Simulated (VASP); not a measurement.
# Mn3H (Pm-3m) in VASP: single point with PBE

Aim: the single point of Mn3H with PBE.

Program: VASP 6.6.1. These are calculated values, not measurements. Logs are shortened: lines on timing, memory, paths and dates and some standing lists are left out, and cuts for length are marked.

## 1. The cell of the first run

It takes space group Pm-3m (No. 221, cubic). The conventional cell has a = 3.372 Å, b = 3.372 Å, c = 3.372 Å, α = 90.00°, β = 90.00°, γ = 90.00°. Mn (site symmetry 4/mmm) has 8 Mn at 2.38 Å and 4 H at 2.38 Å within 3.1 Å. Within 3.1 Å of Mn (site symmetry 4/mmm) lie 8 Mn at 2.38 Å and 4 H at 2.38 Å. H (site symmetry m-3m) has 12 Mn at 2.38 Å within 3.1 Å.

## 2. Single point, PBE, collinear spin, ferromagnetic start

INCAR

```
SYSTEM = Mn3H
PREC = Accurate ; ENCUT = 520
EDIFF = 1E-6 ; ISMEAR = 0
SIGMA = 0.1 ; LREAL = .FALSE.
LASPH = .TRUE. ; NELM = 150
ALGO = Normal ; ISIF = 2
LWAVE = .FALSE. ; LCHARG = .FALSE.
ISPIN = 2 ; MAGMOM = 0.82 0.82 0.82 0.82 0.82 0.82 0 0
LORBIT = 11 ; LMAXMIX = 4
GGA = PE ; NBANDS = 54
```

KPOINTS

```
regular mesh
0
G
  8 8 4
  0 0 0
```

POSCAR

```
Mn3H
1.0
   -3.3722540651      0.0000000000      0.0000000000
    0.0000000000      0.0000000000     -3.3722540651
    0.0000000000     -6.7445081302      0.0000000000
Mn H
6 2
Direct
    1.0000000000      0.5000000000      0.7500000000
    1.0000000000      0.5000000000      0.2500000000
    0.5000000000      0.5000000000      0.5000000000
    0.5000000000      0.5000000000      0.0000000000
    0.5000000000      1.0000000000      0.7500000000
    0.5000000000      1.0000000000      0.2500000000
    1.0000000000      0.0000000000      1.0000000000
    1.0000000000      1.0000000000      0.5000000000
```

Potentials or basis: VASP PAW PBE potentials, release 64 (Mn_pv, H).

Launch:

```console
cat potpaw_PBE.64/Mn_pv/POTCAR potpaw_PBE.64/H/POTCAR > POTCAR
mpirun -np 1 vasp_std > vasp.out
```

OUTCAR:

```text
SYSTEM = Mn3H
   PREC = Accurate
   ENCUT = 520
   EDIFF = 1E-6
   ISMEAR = 0
   LREAL = .FALSE.
   LASPH = .TRUE.
   NELM = 150
   ISIF = 2
   ISPIN = 2
   LORBIT = 11
   GGA = PE

 ion  position               nearest neighbor table
   1  0.000  0.500  0.750-   3 2.38   4 2.38   5 2.38   5 2.38   3 2.38   4 2.38   5 2.38   5 2.38

   2  0.000  0.500  0.250-   3 2.38   4 2.38   6 2.38   6 2.38   3 2.38   4 2.38   6 2.38   6 2.38

   3  0.500  0.500  0.500-   1 2.38   2 2.38   5 2.38   6 2.38   5 2.38   6 2.38   1 2.38   2 2.38

   4  0.500  0.500  0.000-   1 2.38   2 2.38   5 2.38   6 2.38   5 2.38   6 2.38   1 2.38   2 2.38

   5  0.500  0.000  0.750-   1 2.38   3 2.38   4 2.38   1 2.38   3 2.38   4 2.38   1 2.38   1 2.38

   6  0.500  0.000  0.250-   2 2.38   3 2.38   4 2.38   2 2.38   3 2.38   4 2.38   2 2.38   2 2.38

   7  0.000  0.000  0.000-
   8  0.000  0.000  0.500-

  LATTYP: Found a simple tetragonal cell.
 ALAT       =     3.3722540651
 C/A-ratio  =     2.0000000000

  Lattice vectors:

 A1 = (  -3.3722540651,   0.0000000000,   0.0000000000)
 A2 = (   0.0000000000,   0.0000000000,  -3.3722540651)
 A3 = (   0.0000000000,  -6.7445081302,   0.0000000000)

Analysis of symmetry for initial positions (statically):
=====================================================================
 Subroutine PRICEL returns following result:

  LATTYP: Found a simple cubic cell.
 ALAT       =     3.3722540651

  Lattice vectors:

 A1 = (  -3.3722540651,   0.0000000000,   0.0000000000)
 A2 = (   0.0000000000,   0.0000000000,  -3.3722540651)
 A3 = (   0.0000000000,  -3.3722540651,   0.0000000000)

   2 primitive cells build up your supercell.

 Routine SETGRP: Setting up the symmetry group for a
 simple tetragonal supercell.

 Subroutine GETGRP returns: Found 16 space group operations
 (whereof 16 operations were pure point group operations)
 out of a pool of 16 trial point group operations.

The static configuration has the point symmetry D_4h.

Analysis of symmetry for dynamics (positions and initial velocities):
=====================================================================
 Subroutine PRICEL returns following result:

  LATTYP: Found a simple cubic cell.
 ALAT       =     3.3722540651

  Lattice vectors:

 A1 = (  -3.3722540651,   0.0000000000,   0.0000000000)
 A2 = (   0.0000000000,   0.0000000000,  -3.3722540651)
 A3 = (   0.0000000000,  -3.3722540651,   0.0000000000)

   2 primitive cells build up your supercell.

 Routine SETGRP: Setting up the symmetry group for a
 simple tetragonal supercell.

 Subroutine GETGRP returns: Found 16 space group operations
 (whereof 16 operations were pure point group operations)
 out of a pool of 16 trial point group operations.

The dynamic configuration has the point symmetry D_4h.

Analysis of structural, dynamic, and magnetic symmetry:
=====================================================================
 Subroutine PRICEL returns following result:

  LATTYP: Found a simple cubic cell.
 ALAT       =     3.3722540651

  Lattice vectors:

 A1 = (  -3.3722540651,   0.0000000000,   0.0000000000)
 A2 = (   0.0000000000,   0.0000000000,  -3.3722540651)
 A3 = (   0.0000000000,  -3.3722540651,   0.0000000000)

   2 primitive cells build up your supercell.

 Routine SETGRP: Setting up the symmetry group for a
 simple tetragonal supercell.

 Subroutine GETGRP returns: Found 16 space group operations
 (whereof 16 operations were pure point group operations)
 out of a pool of 16 trial point group operations.

The overall configuration has the point symmetry D_4h.

 Subroutine INISYM returns: Found 16 space group operations
 (whereof 16 operations are pure point group operations),
 and found     2 'primitive' translations

----------------------------------------------------------------------------------------

                                     Primitive cell

  volume of cell :      38.3496

  direct lattice vectors                    reciprocal lattice vectors
    -3.372254065  0.000000000  0.000000000    -0.296537562  0.000000000  0.000000000
     0.000000000  0.000000000 -3.372254065     0.000000000  0.000000000 -0.296537562
     0.000000000 -3.372254065  0.000000000     0.000000000 -0.296537562  0.000000000

  length of vectors
     3.372254065  3.372254065  3.372254065     0.296537562  0.296537562  0.296537562

  position of ions in fractional coordinates (direct lattice)
     0.000000000  0.500000000  0.500000000
     0.500000000  0.500000000  0.000000000
     0.500000000  0.000000000  0.500000000
     0.000000000  0.000000000  0.000000000

  ion indices of the primitive-cell ions
   primitive index   ion index
                 1           1
                 2           3
                 3           5
                 4           7

----------------------------------------------------------------------------------------

 KPOINTS: regular mesh

Automatic generation of k-mesh.
 Grid dimensions read from file:
 generate k-points for:    8    8    4

 Generating k-lattice:

  Cartesian coordinates                     Fractional coordinates (reciprocal lattice)
    -0.037067195  0.000000000  0.000000000     0.125000000  0.000000000  0.000000000
     0.000000000  0.000000000 -0.037067195     0.000000000  0.125000000  0.000000000
     0.000000000 -0.037067195  0.000000000     0.000000000  0.000000000  0.250000000

  Length of vectors
     0.037067195  0.037067195  0.037067195

  Shift w.r.t. Gamma in fractional coordinates (k-lattice)
     0.000000000  0.000000000  0.000000000

 Subroutine IBZKPT returns following result:
 ===========================================

 Found     45 irreducible k-points:

 Following reciprocal coordinates:
            Coordinates               Weight
  0.000000  0.000000  0.000000      1.000000
  0.125000  0.000000  0.000000      4.000000
  0.250000  0.000000  0.000000      4.000000
  0.375000  0.000000  0.000000      4.000000
  0.500000  0.000000  0.000000      2.000000
  0.125000  0.125000  0.000000      4.000000
[... 16 lines left out ...]
  0.375000  0.125000  0.250000     16.000000
  0.500000  0.125000  0.250000      8.000000
 [... further k-points ...]
   k-points           NKPTS =     45   k-points in BZ     NKDIM =     45   number of bands    NBANDS=     54
   number of dos      NEDOS =    301   number of ions     NIONS =      8
   total plane-waves  NPLWV =  39200
   dimension x,y,z NGX =    28 NGY =   28 NGZ =   50
   dimension x,y,z NGXF=    56 NGYF=   56 NGZF=  100
   ions per type =               6   2
   NGX,Y,Z   is equivalent  to a cutoff of  13.80, 13.80, 12.32 a.u.
   NGXF,Y,Z  is equivalent  to a cutoff of  27.61, 27.61, 24.65 a.u.
 SYSTEM =  Mn3H
   PREC   = accura    normal or accurate (medium, high low for compatibility)
   ISTART =      0    job   : 0-new  1-cont  2-samecut
   ICHARG =      2    charge: 1-file 2-atom 10-const
   ISPIN  =      2    spin polarized calculation?
   LNONCOLLINEAR =      F non collinear calculations
   LSORBIT =      F    spin-orbit coupling
   LASPH  =      T    aspherical Exc in radial PAW
   ENCUT  =  520.0 eV  38.22 Ry    6.18 a.u.   6.27  6.27 12.54*2*pi/ulx,y,z
   NELM   =    150;   NELMIN=  2; NELMDL= -5     # of ELM steps
   EDIFF  = 0.1E-05   stopping-criterion for ELM
   LREAL  =      F    real-space projection
   EDIFFG = 0.1E-04   stopping-criterion for IOM
   NSW    =      0    number of steps for IOM
   IBRION =     -1    ionic relax: 0-MD 1-quasi-New 2-CG
   NFREE  =      0    steps in history (QN), initial steepest desc. (CG)
   ISIF   =      2    stress and relaxation
   ISYM   =      2    0-nonsym 1-usesym 2-fastsym
   POTIM  = 0.5000    time-step for ionic-motion
   TEBEG  =    0.0;   TEEND  =   0.0 temperature during run
   PSTRESS=    0.0 pullay stress
   NELECT =      80.0000    total number of electrons
   NUPDOWN=      -1.0000    fix difference up-down
   EMIN   =  10.00;   EMAX   =-10.00  energy-range for DOS
   EFERMI =   0.00;   METHOD = LEGACY
   ISMEAR =     0;   SIGMA  =   0.10  broadening in eV -4-tet -1-fermi 0-gaus
   EFERMI_NEDOS =   21; number of points for ismear=-14 and -15
   IALGO  =     38    algorithm
   IMIX   =      4    mixing-type and parameters
     AMIX     =   0.40;   BMIX     =  1.00
     AMIX_MAG =   1.60;   BMIX_MAG =  1.00
  volume/ion in A,a.u.               =       9.59        64.70
  Fermi-wavevector in a.u.,A,eV,Ry     =   1.660254  3.137425 37.503690  2.756443
  Thomas-Fermi vector in A             =   2.747522
   LORBIT       =     11    0 simple, 1 ext, 2 COOP (PROOUT), +10 PAW based schemes
   GGA     = PE    functional components
   LHFCALC =     F    Hartree Fock is set to
   AEXX    =    0.0000 exact exchange contribution
   IVDW    =     0    specifies the selected vdW correction
   LEPSILON=     F    determine dielectric tensor
   LRPA    =     F    only Hartree local field effects (RPA)
 spin polarized calculation
 Gauss-broadening in eV      SIGMA  =   0.10
  energy-cutoff  :      520.00
  volume of cell :       76.70
 maximum number of plane-waves:      2120
 NGX is ok and might be reduce to    28
   NGX = 13   NGY = 13   NGZ = 25

 number of electron      80.0000042 magnetization       5.1716429

 Free energy of the ion-electron system (eV)
  ---------------------------------------------------
  ext. energy  EPLUGINS =         0.00000000
  ---------------------------------------------------
  free energy    TOTEN  =       -54.76726138 eV

  energy without entropy =      -54.71255948  energy(sigma->0) =      -54.73991043

 E-fermi :   9.1274     XC(G=0): -13.1825

 val. band max:        9.1196282168   @ k =   0.3750   0.2500   0.2500
 cond. band min:       9.1363798625   @ k =   0.2500   0.2500   0.2500
 fundamental gap:      0.0167516456
 Fermi energy:         9.1274304220

 spin component 1

 k-point     1 :       0.0000    0.0000    0.0000
  band No.  band energies     occupation
      1     -39.7164      1.00000
      2     -39.7164      1.00000
      3     -39.7164      1.00000
      4     -39.5833      1.00000
      5     -39.5833      1.00000
      6     -39.4050      1.00000
[... 44 lines left out ...]
     51      11.2198      0.00000
     52      13.2634      0.00000
[... 1263 lines left out ...]
     51      10.1516      0.00000
     52      10.8098      0.00000

 [... further k-points ...]

 spin component 2

 k-point     1 :       0.0000    0.0000    0.0000
  band No.  band energies     occupation
      1     -38.7913      1.00000
      2     -38.7912      1.00000
      3     -38.7912      1.00000
      4     -38.6524      1.00000
      5     -38.6524      1.00000
      6     -38.4759      1.00000
[... 44 lines left out ...]
     51      11.8073      0.00000
     52      13.5313      0.00000
[... 1263 lines left out ...]
     51      10.9548      0.00000
     52      11.4072      0.00000

 [... further k-points ...]

 [bands above 52 left out]

------------------------ aborting loop because EDIFF is reached ----------------------------------------

  FORCE on cell =-STRESS in cart. coord.  units (eV):
  Direction    XX          YY          ZZ          XY          YZ          ZX
  --------------------------------------------------------------------------------------
  -------------------------------------------------------------------------------------
  Total        0.3461538      0.3416040      0.3461538      0.0000000      0.0000000      0.0000000
  in kB        7.2308418      7.1358010      7.2308418      0.0000000      0.0000000      0.0000000
  external PRESSURE =       7.1991616 kB  Pullay stress =       0.0000000 kB

 VOLUME and BASIS-vectors are now :
 -----------------------------------------------------------------------------
  energy-cutoff  :      520.00
  volume of cell :       76.70
      direct lattice vectors                 reciprocal lattice vectors
    -3.372254065  0.000000000  0.000000000    -0.296537562  0.000000000  0.000000000
     0.000000000  0.000000000 -3.372254065     0.000000000  0.000000000 -0.296537562
     0.000000000 -6.744508130  0.000000000     0.000000000 -0.148268781  0.000000000

 POSITION                                       TOTAL-FORCE (eV/Angst)
 -----------------------------------------------------------------------------------
      0.00000     -5.05838     -1.68613        -0.000000      0.000000      0.000000
      0.00000     -1.68613     -1.68613        -0.000000      0.000000      0.000000
     -1.68613     -3.37225     -1.68613        -0.000000     -0.000000     -0.000000
     -1.68613      0.00000     -1.68613        -0.000000     -0.000000     -0.000000
     -1.68613     -5.05838      0.00000         0.000000      0.000000     -0.000000
     -1.68613     -1.68613      0.00000         0.000000      0.000000     -0.000000
      0.00000      0.00000      0.00000        -0.000000      0.000000     -0.000000
      0.00000     -3.37225      0.00000        -0.000000      0.000000     -0.000000
 -----------------------------------------------------------------------------------
    total drift:                               -0.000000     -0.000000     -0.000000

  FREE ENERGIE OF THE ION-ELECTRON SYSTEM (eV)
  ---------------------------------------------------
  free  energy   TOTEN  =       -54.7672613775 eV

  energy  without entropy=      -54.7125594768  energy(sigma->0) =      -54.73991043

 total charge

# of ion       s       p       d       tot
------------------------------------------
    1        0.411   6.341   5.227  11.978
    2        0.411   6.341   5.227  11.978
    3        0.411   6.341   5.227  11.978
    4        0.411   6.341   5.227  11.978
    5        0.411   6.341   5.227  11.978
    6        0.411   6.341   5.227  11.978
    7        0.364   0.022   0.000   0.385
    8        0.364   0.022   0.000   0.385
--------------------------------------------------
tot          3.191  38.089  31.362  72.641

 magnetization (x)

# of ion       s       p       d       tot
------------------------------------------
    1        0.002  -0.002   0.853   0.853
    2        0.002  -0.002   0.853   0.853
    3        0.002  -0.002   0.851   0.852
    4        0.002  -0.002   0.851   0.852
    5        0.002  -0.002   0.853   0.853
    6        0.002  -0.002   0.853   0.853
    7       -0.013  -0.001   0.000  -0.013
    8       -0.013  -0.001   0.000  -0.013
--------------------------------------------------
tot         -0.012  -0.011   5.113   5.089
```

Run time: 15 min. Hardware: 1 thread of Intel Xeon 8259CL, shared host; peak memory 0.39 GiB.

Results:

| Item | Value |
| --- | --- |
| Free energy | -54.7673 eV |
| Pressure | 0.7 GPa |
| Net moment | 5.17 μB per cell |
| Site moments | Mn +0.85; H -0.01 μB |
| Valence electrons inside the program's atomic spheres | Mn 11.98; H 0.39 |

Levels at points of the mesh, in eV from the Fermi level:
Spin up:
```
           k point  band 39  band 40  band 41  band 42  band 43  band 44  band 45  band 46  band 47  band 48
(0.00, 0.00, 0.00)    -0.30    -0.30    -0.06    -0.06     0.09     0.58     0.58     0.71     1.54     2.09
(0.50, 0.00, 0.00)    -0.78    -0.75    -0.75    -0.67    -0.59    -0.06    -0.06     0.09     0.31     0.32
(0.50, 0.50, 0.00)    -0.56    -0.56    -0.56     0.21     0.21     0.31     0.32     0.59     0.68     0.83
(0.00, 0.00, 0.50)    -0.02    -0.02     0.56     0.56     0.68     0.68     0.68     0.68     0.77     0.77
(0.50, 0.00, 0.50)    -1.05    -1.05    -0.34    -0.34    -0.12    -0.12     0.18     0.18     0.56     0.56
(0.50, 0.50, 0.50)    -1.23    -1.23    -0.02    -0.02    -0.02    -0.02     0.27     0.27     0.65     0.65
```
Spin down:
```csv
k point,band 35,band 36,band 37,band 38,band 39,band 40,band 41,band 42
"(0.00, 0.00, 0.00)",0.08,0.13,0.44,0.66,0.66,0.66,0.74,0.74
"(0.50, 0.00, 0.00)",-1.06,-0.87,-0.87,0.08,0.13,0.24,0.43,0.43
"(0.50, 0.50, 0.00)",-0.87,0.24,0.43,0.43,0.72,0.72,0.72,0.84
"(0.00, 0.00, 0.50)",0.09,0.09,0.39,0.39,1.13,1.13,1.29,1.29
"(0.50, 0.00, 0.50)",-1.00,-1.00,-0.49,-0.49,0.07,0.07,0.49,0.49
"(0.50, 0.50, 0.50)",-0.63,-0.63,-0.51,-0.51,-0.51,-0.51,0.90,0.90
```
